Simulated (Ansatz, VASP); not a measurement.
## Cu in VASP and in Ansatz

```xyz
2
Lattice="2.5672 0.0000 0.0000 -1.2836 2.2233 0.0000 0.0000 0.0000 4.1921" Properties=species:S:1:pos:R:3 pbc="T T T"
Cu    0.0000    1.4062    0.9745
Cu    1.2836    0.8171    3.2175
```

Change from the starting cell: mode 5 frozen in at -0.076 Å and mode 6 at -0.073 Å (largest displacements).

Alike in both runs: task single point; functional PBE; k mesh 21 × 21 × 10; occupations gaussian, width 0.15 eV; no spin polarisation.

|  | VASP | Ansatz |
| --- | --- | --- |
| version | VASP 6.6.1 | Ansatz 0.2.0 |
| potentials or method | VASP PAW PBE potentials, release 64 (Cu), cutoff 520 eV | scalar-relativistic, plane waves, PAW |
| valence electrons in the cell | 22 | 38 |

Ansatz gave:

```
gap on the k mesh at the Fermi level (eV)                     : none
pressure (GPa)                                                : 2.3
traceless stress, the component that is largest in VASP (GPa) : -3.21
rms of the force components (eV/Å)                            : 0.637
```

Q: Which values does VASP return?

A: gap on the k mesh at the Fermi level (eV): none; pressure (GPa): 3.2; traceless stress, the component that is largest in VASP (GPa): -3.21; rms of the force components (eV/Å): 0.640.

Atom by atom the forces differ by 0.004 eV/Å (rms over components). A gap of «none» marks a metal or a gap that the smearing closes. VASP's potentials hold 22 valence electrons a cell and Ansatz's 38, so a difference there can come from the potentials and not from the codes.
